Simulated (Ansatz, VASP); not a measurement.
## Two plane-wave programs on Os

Contents of INCAR:

```
PREC     = Accurate       # precision mode
ENCUT    = 520            # plane-wave cutoff, eV
EDIFF    = 1E-7           # SCF threshold, eV
ISMEAR   = -1             # smearing method
SIGMA    = 0.05           # smearing width, eV
LREAL    = False          # projectors in reciprocal space
LASPH    = True           # aspherical terms in the spheres
NELM     = 60             # most SCF steps
ALGO     = Normal         # electronic algorithm
ISIF     = 2              # what is computed and relaxed
LWAVE    = False          # write WAVECAR
LCHARG   = True           # write CHGCAR
GGA      = PS             # functional
IVDW     = 12             # dispersion correction
LELF     = True           # ELF
LVHAR    = True         
NBANDS   = 15             # bands
```

KPOINTS

```
Automatic mesh
0
Gamma
  11 11 6
```

The input POSCAR:

```
Os
1.0
    2.6782863798      0.0000000000      0.0000000000
   -1.3391431899      2.3194640436      0.0000000000
    0.0000000000      0.0000000000      4.2315181138
Os
2
Direct
    0.6666666667      0.3333333333      0.7500000000
    0.3333333333      0.6666666667      0.2500000000
```

Contents of input.yaml:

```yaml
crystal:
  lattice:
    - [2.6782863798, 0.0, 0.0]
    - [-1.3391431899, 2.3194640436, 0.0]
    - [0.0, 0.0, 4.2315181138]
  atoms:
    - { symbol: Os, position: [0.6666666667, 0.3333333333, 0.75] }
    - { symbol: Os, position: [0.3333333333, 0.6666666667, 0.25] }
hamiltonian:
  xc: pbesol
  pseudopotentials: { kind: paw }
  dispersion: d3bj
kpoints:
  mp_grid: { grid: [11, 11, 6] }
scf:
  occupations: { method: fermi_dirac, width: 0.05 }
output:
  forces: true
  stress: true
  eigenvalues: true
```

Alike in both runs: task single point; functional PBEsol; dispersion D3(BJ); k mesh 11 × 11 × 6; occupations fermi-dirac, width 0.05 eV; no spin polarisation.

|  | VASP | Ansatz |
| --- | --- | --- |
| version | VASP 6.6.1 | Ansatz 0.2.0 |
| potentials or method | VASP PAW PBE potentials, release 64 (Os) | Ansatz PAW |
| plane-wave cutoff (eV) | 520 | 420 |
| valence electrons in the cell | 16 | 32 |

Ansatz gave:

* gap on the k mesh at the Fermi level (eV): none
* pressure (GPa): 18.7
* traceless stress, the component that is largest in VASP (GPa): 1.39

Task: Which values does VASP return?

Result: gap on the k mesh at the Fermi level (eV): none; pressure (GPa): 20.1; traceless stress, the component that is largest in VASP (GPa): 1.34.

VASP's potentials were made for PBE, not for PBEsol. A gap of «none» marks a metal or a gap that the smearing closes. VASP's potentials hold 16 valence electrons a cell and Ansatz's 32, so a difference there can come from the potentials and not from the codes.

Neither program's run includes spin-orbit coupling.
